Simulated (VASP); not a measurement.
Input of a VASP 6.6.1 run:

The input INCAR:

```
  ALGO = Normal
  EDIFF = 1E-6
  EDIFFG = -0.01
  ENCUT = 600
  GGA = PE
  IBRION = 2
  ISIF = 3
  ISMEAR = -1
  IVDW = 13
  LASPH = T
  LCHARG = F
  LREAL = F
  LWAVE = F
  NELM = 100
  NSW = 60
  PREC = Accurate
  SIGMA = 0.05
```

File KPOINTS:

```
k-points
0
Gamma
  12 12 12
```

The input POSCAR:

```
Zn
1.0
    0.0000000000      1.9647760000      1.9647760000
    1.9647760000      0.0000000000      1.9647760000
    1.9647760000      1.9647760000      0.0000000000
Zn
1
Direct
    0.0000000000      0.0000000000      0.0000000000
```

Potentials or basis: VASP PAW PBE potentials, release 64 (Zn).

Run with:

```bash
$ cat potpaw_PBE.64/Zn/POTCAR > POTCAR
$ mpirun -np 1 vasp_std > vasp.out
```

Problem. What does it give for the dispersion energy per atom?

Solution. -0.335 eV.

Problem. Estimate the space group after relaxing (to 0.05 Å).

Solution. Fm-3m (No. 225).

Problem. What does it give for the relaxed cell?

Solution. a = 2.736 Å, b = 2.736 Å, c = 2.736 Å, α = 60.00°, β = 60.00°, γ = 60.00°.

Problem. Estimate the band gap on the k mesh.

Solution. Zero (band 6 reaches 5.70 eV, above the bottom of band 7 at 2.11 eV).

Final structure:
```yaml
crystal:
  lattice:
    - [0.00000, 1.93490, 1.93490]
    - [1.93490, 0.00000, 1.93490]
    - [1.93490, 1.93490, 0.00000]
  atoms:
    - { symbol: Zn, position: [0.00000, 0.00000, 0.00000] }
```
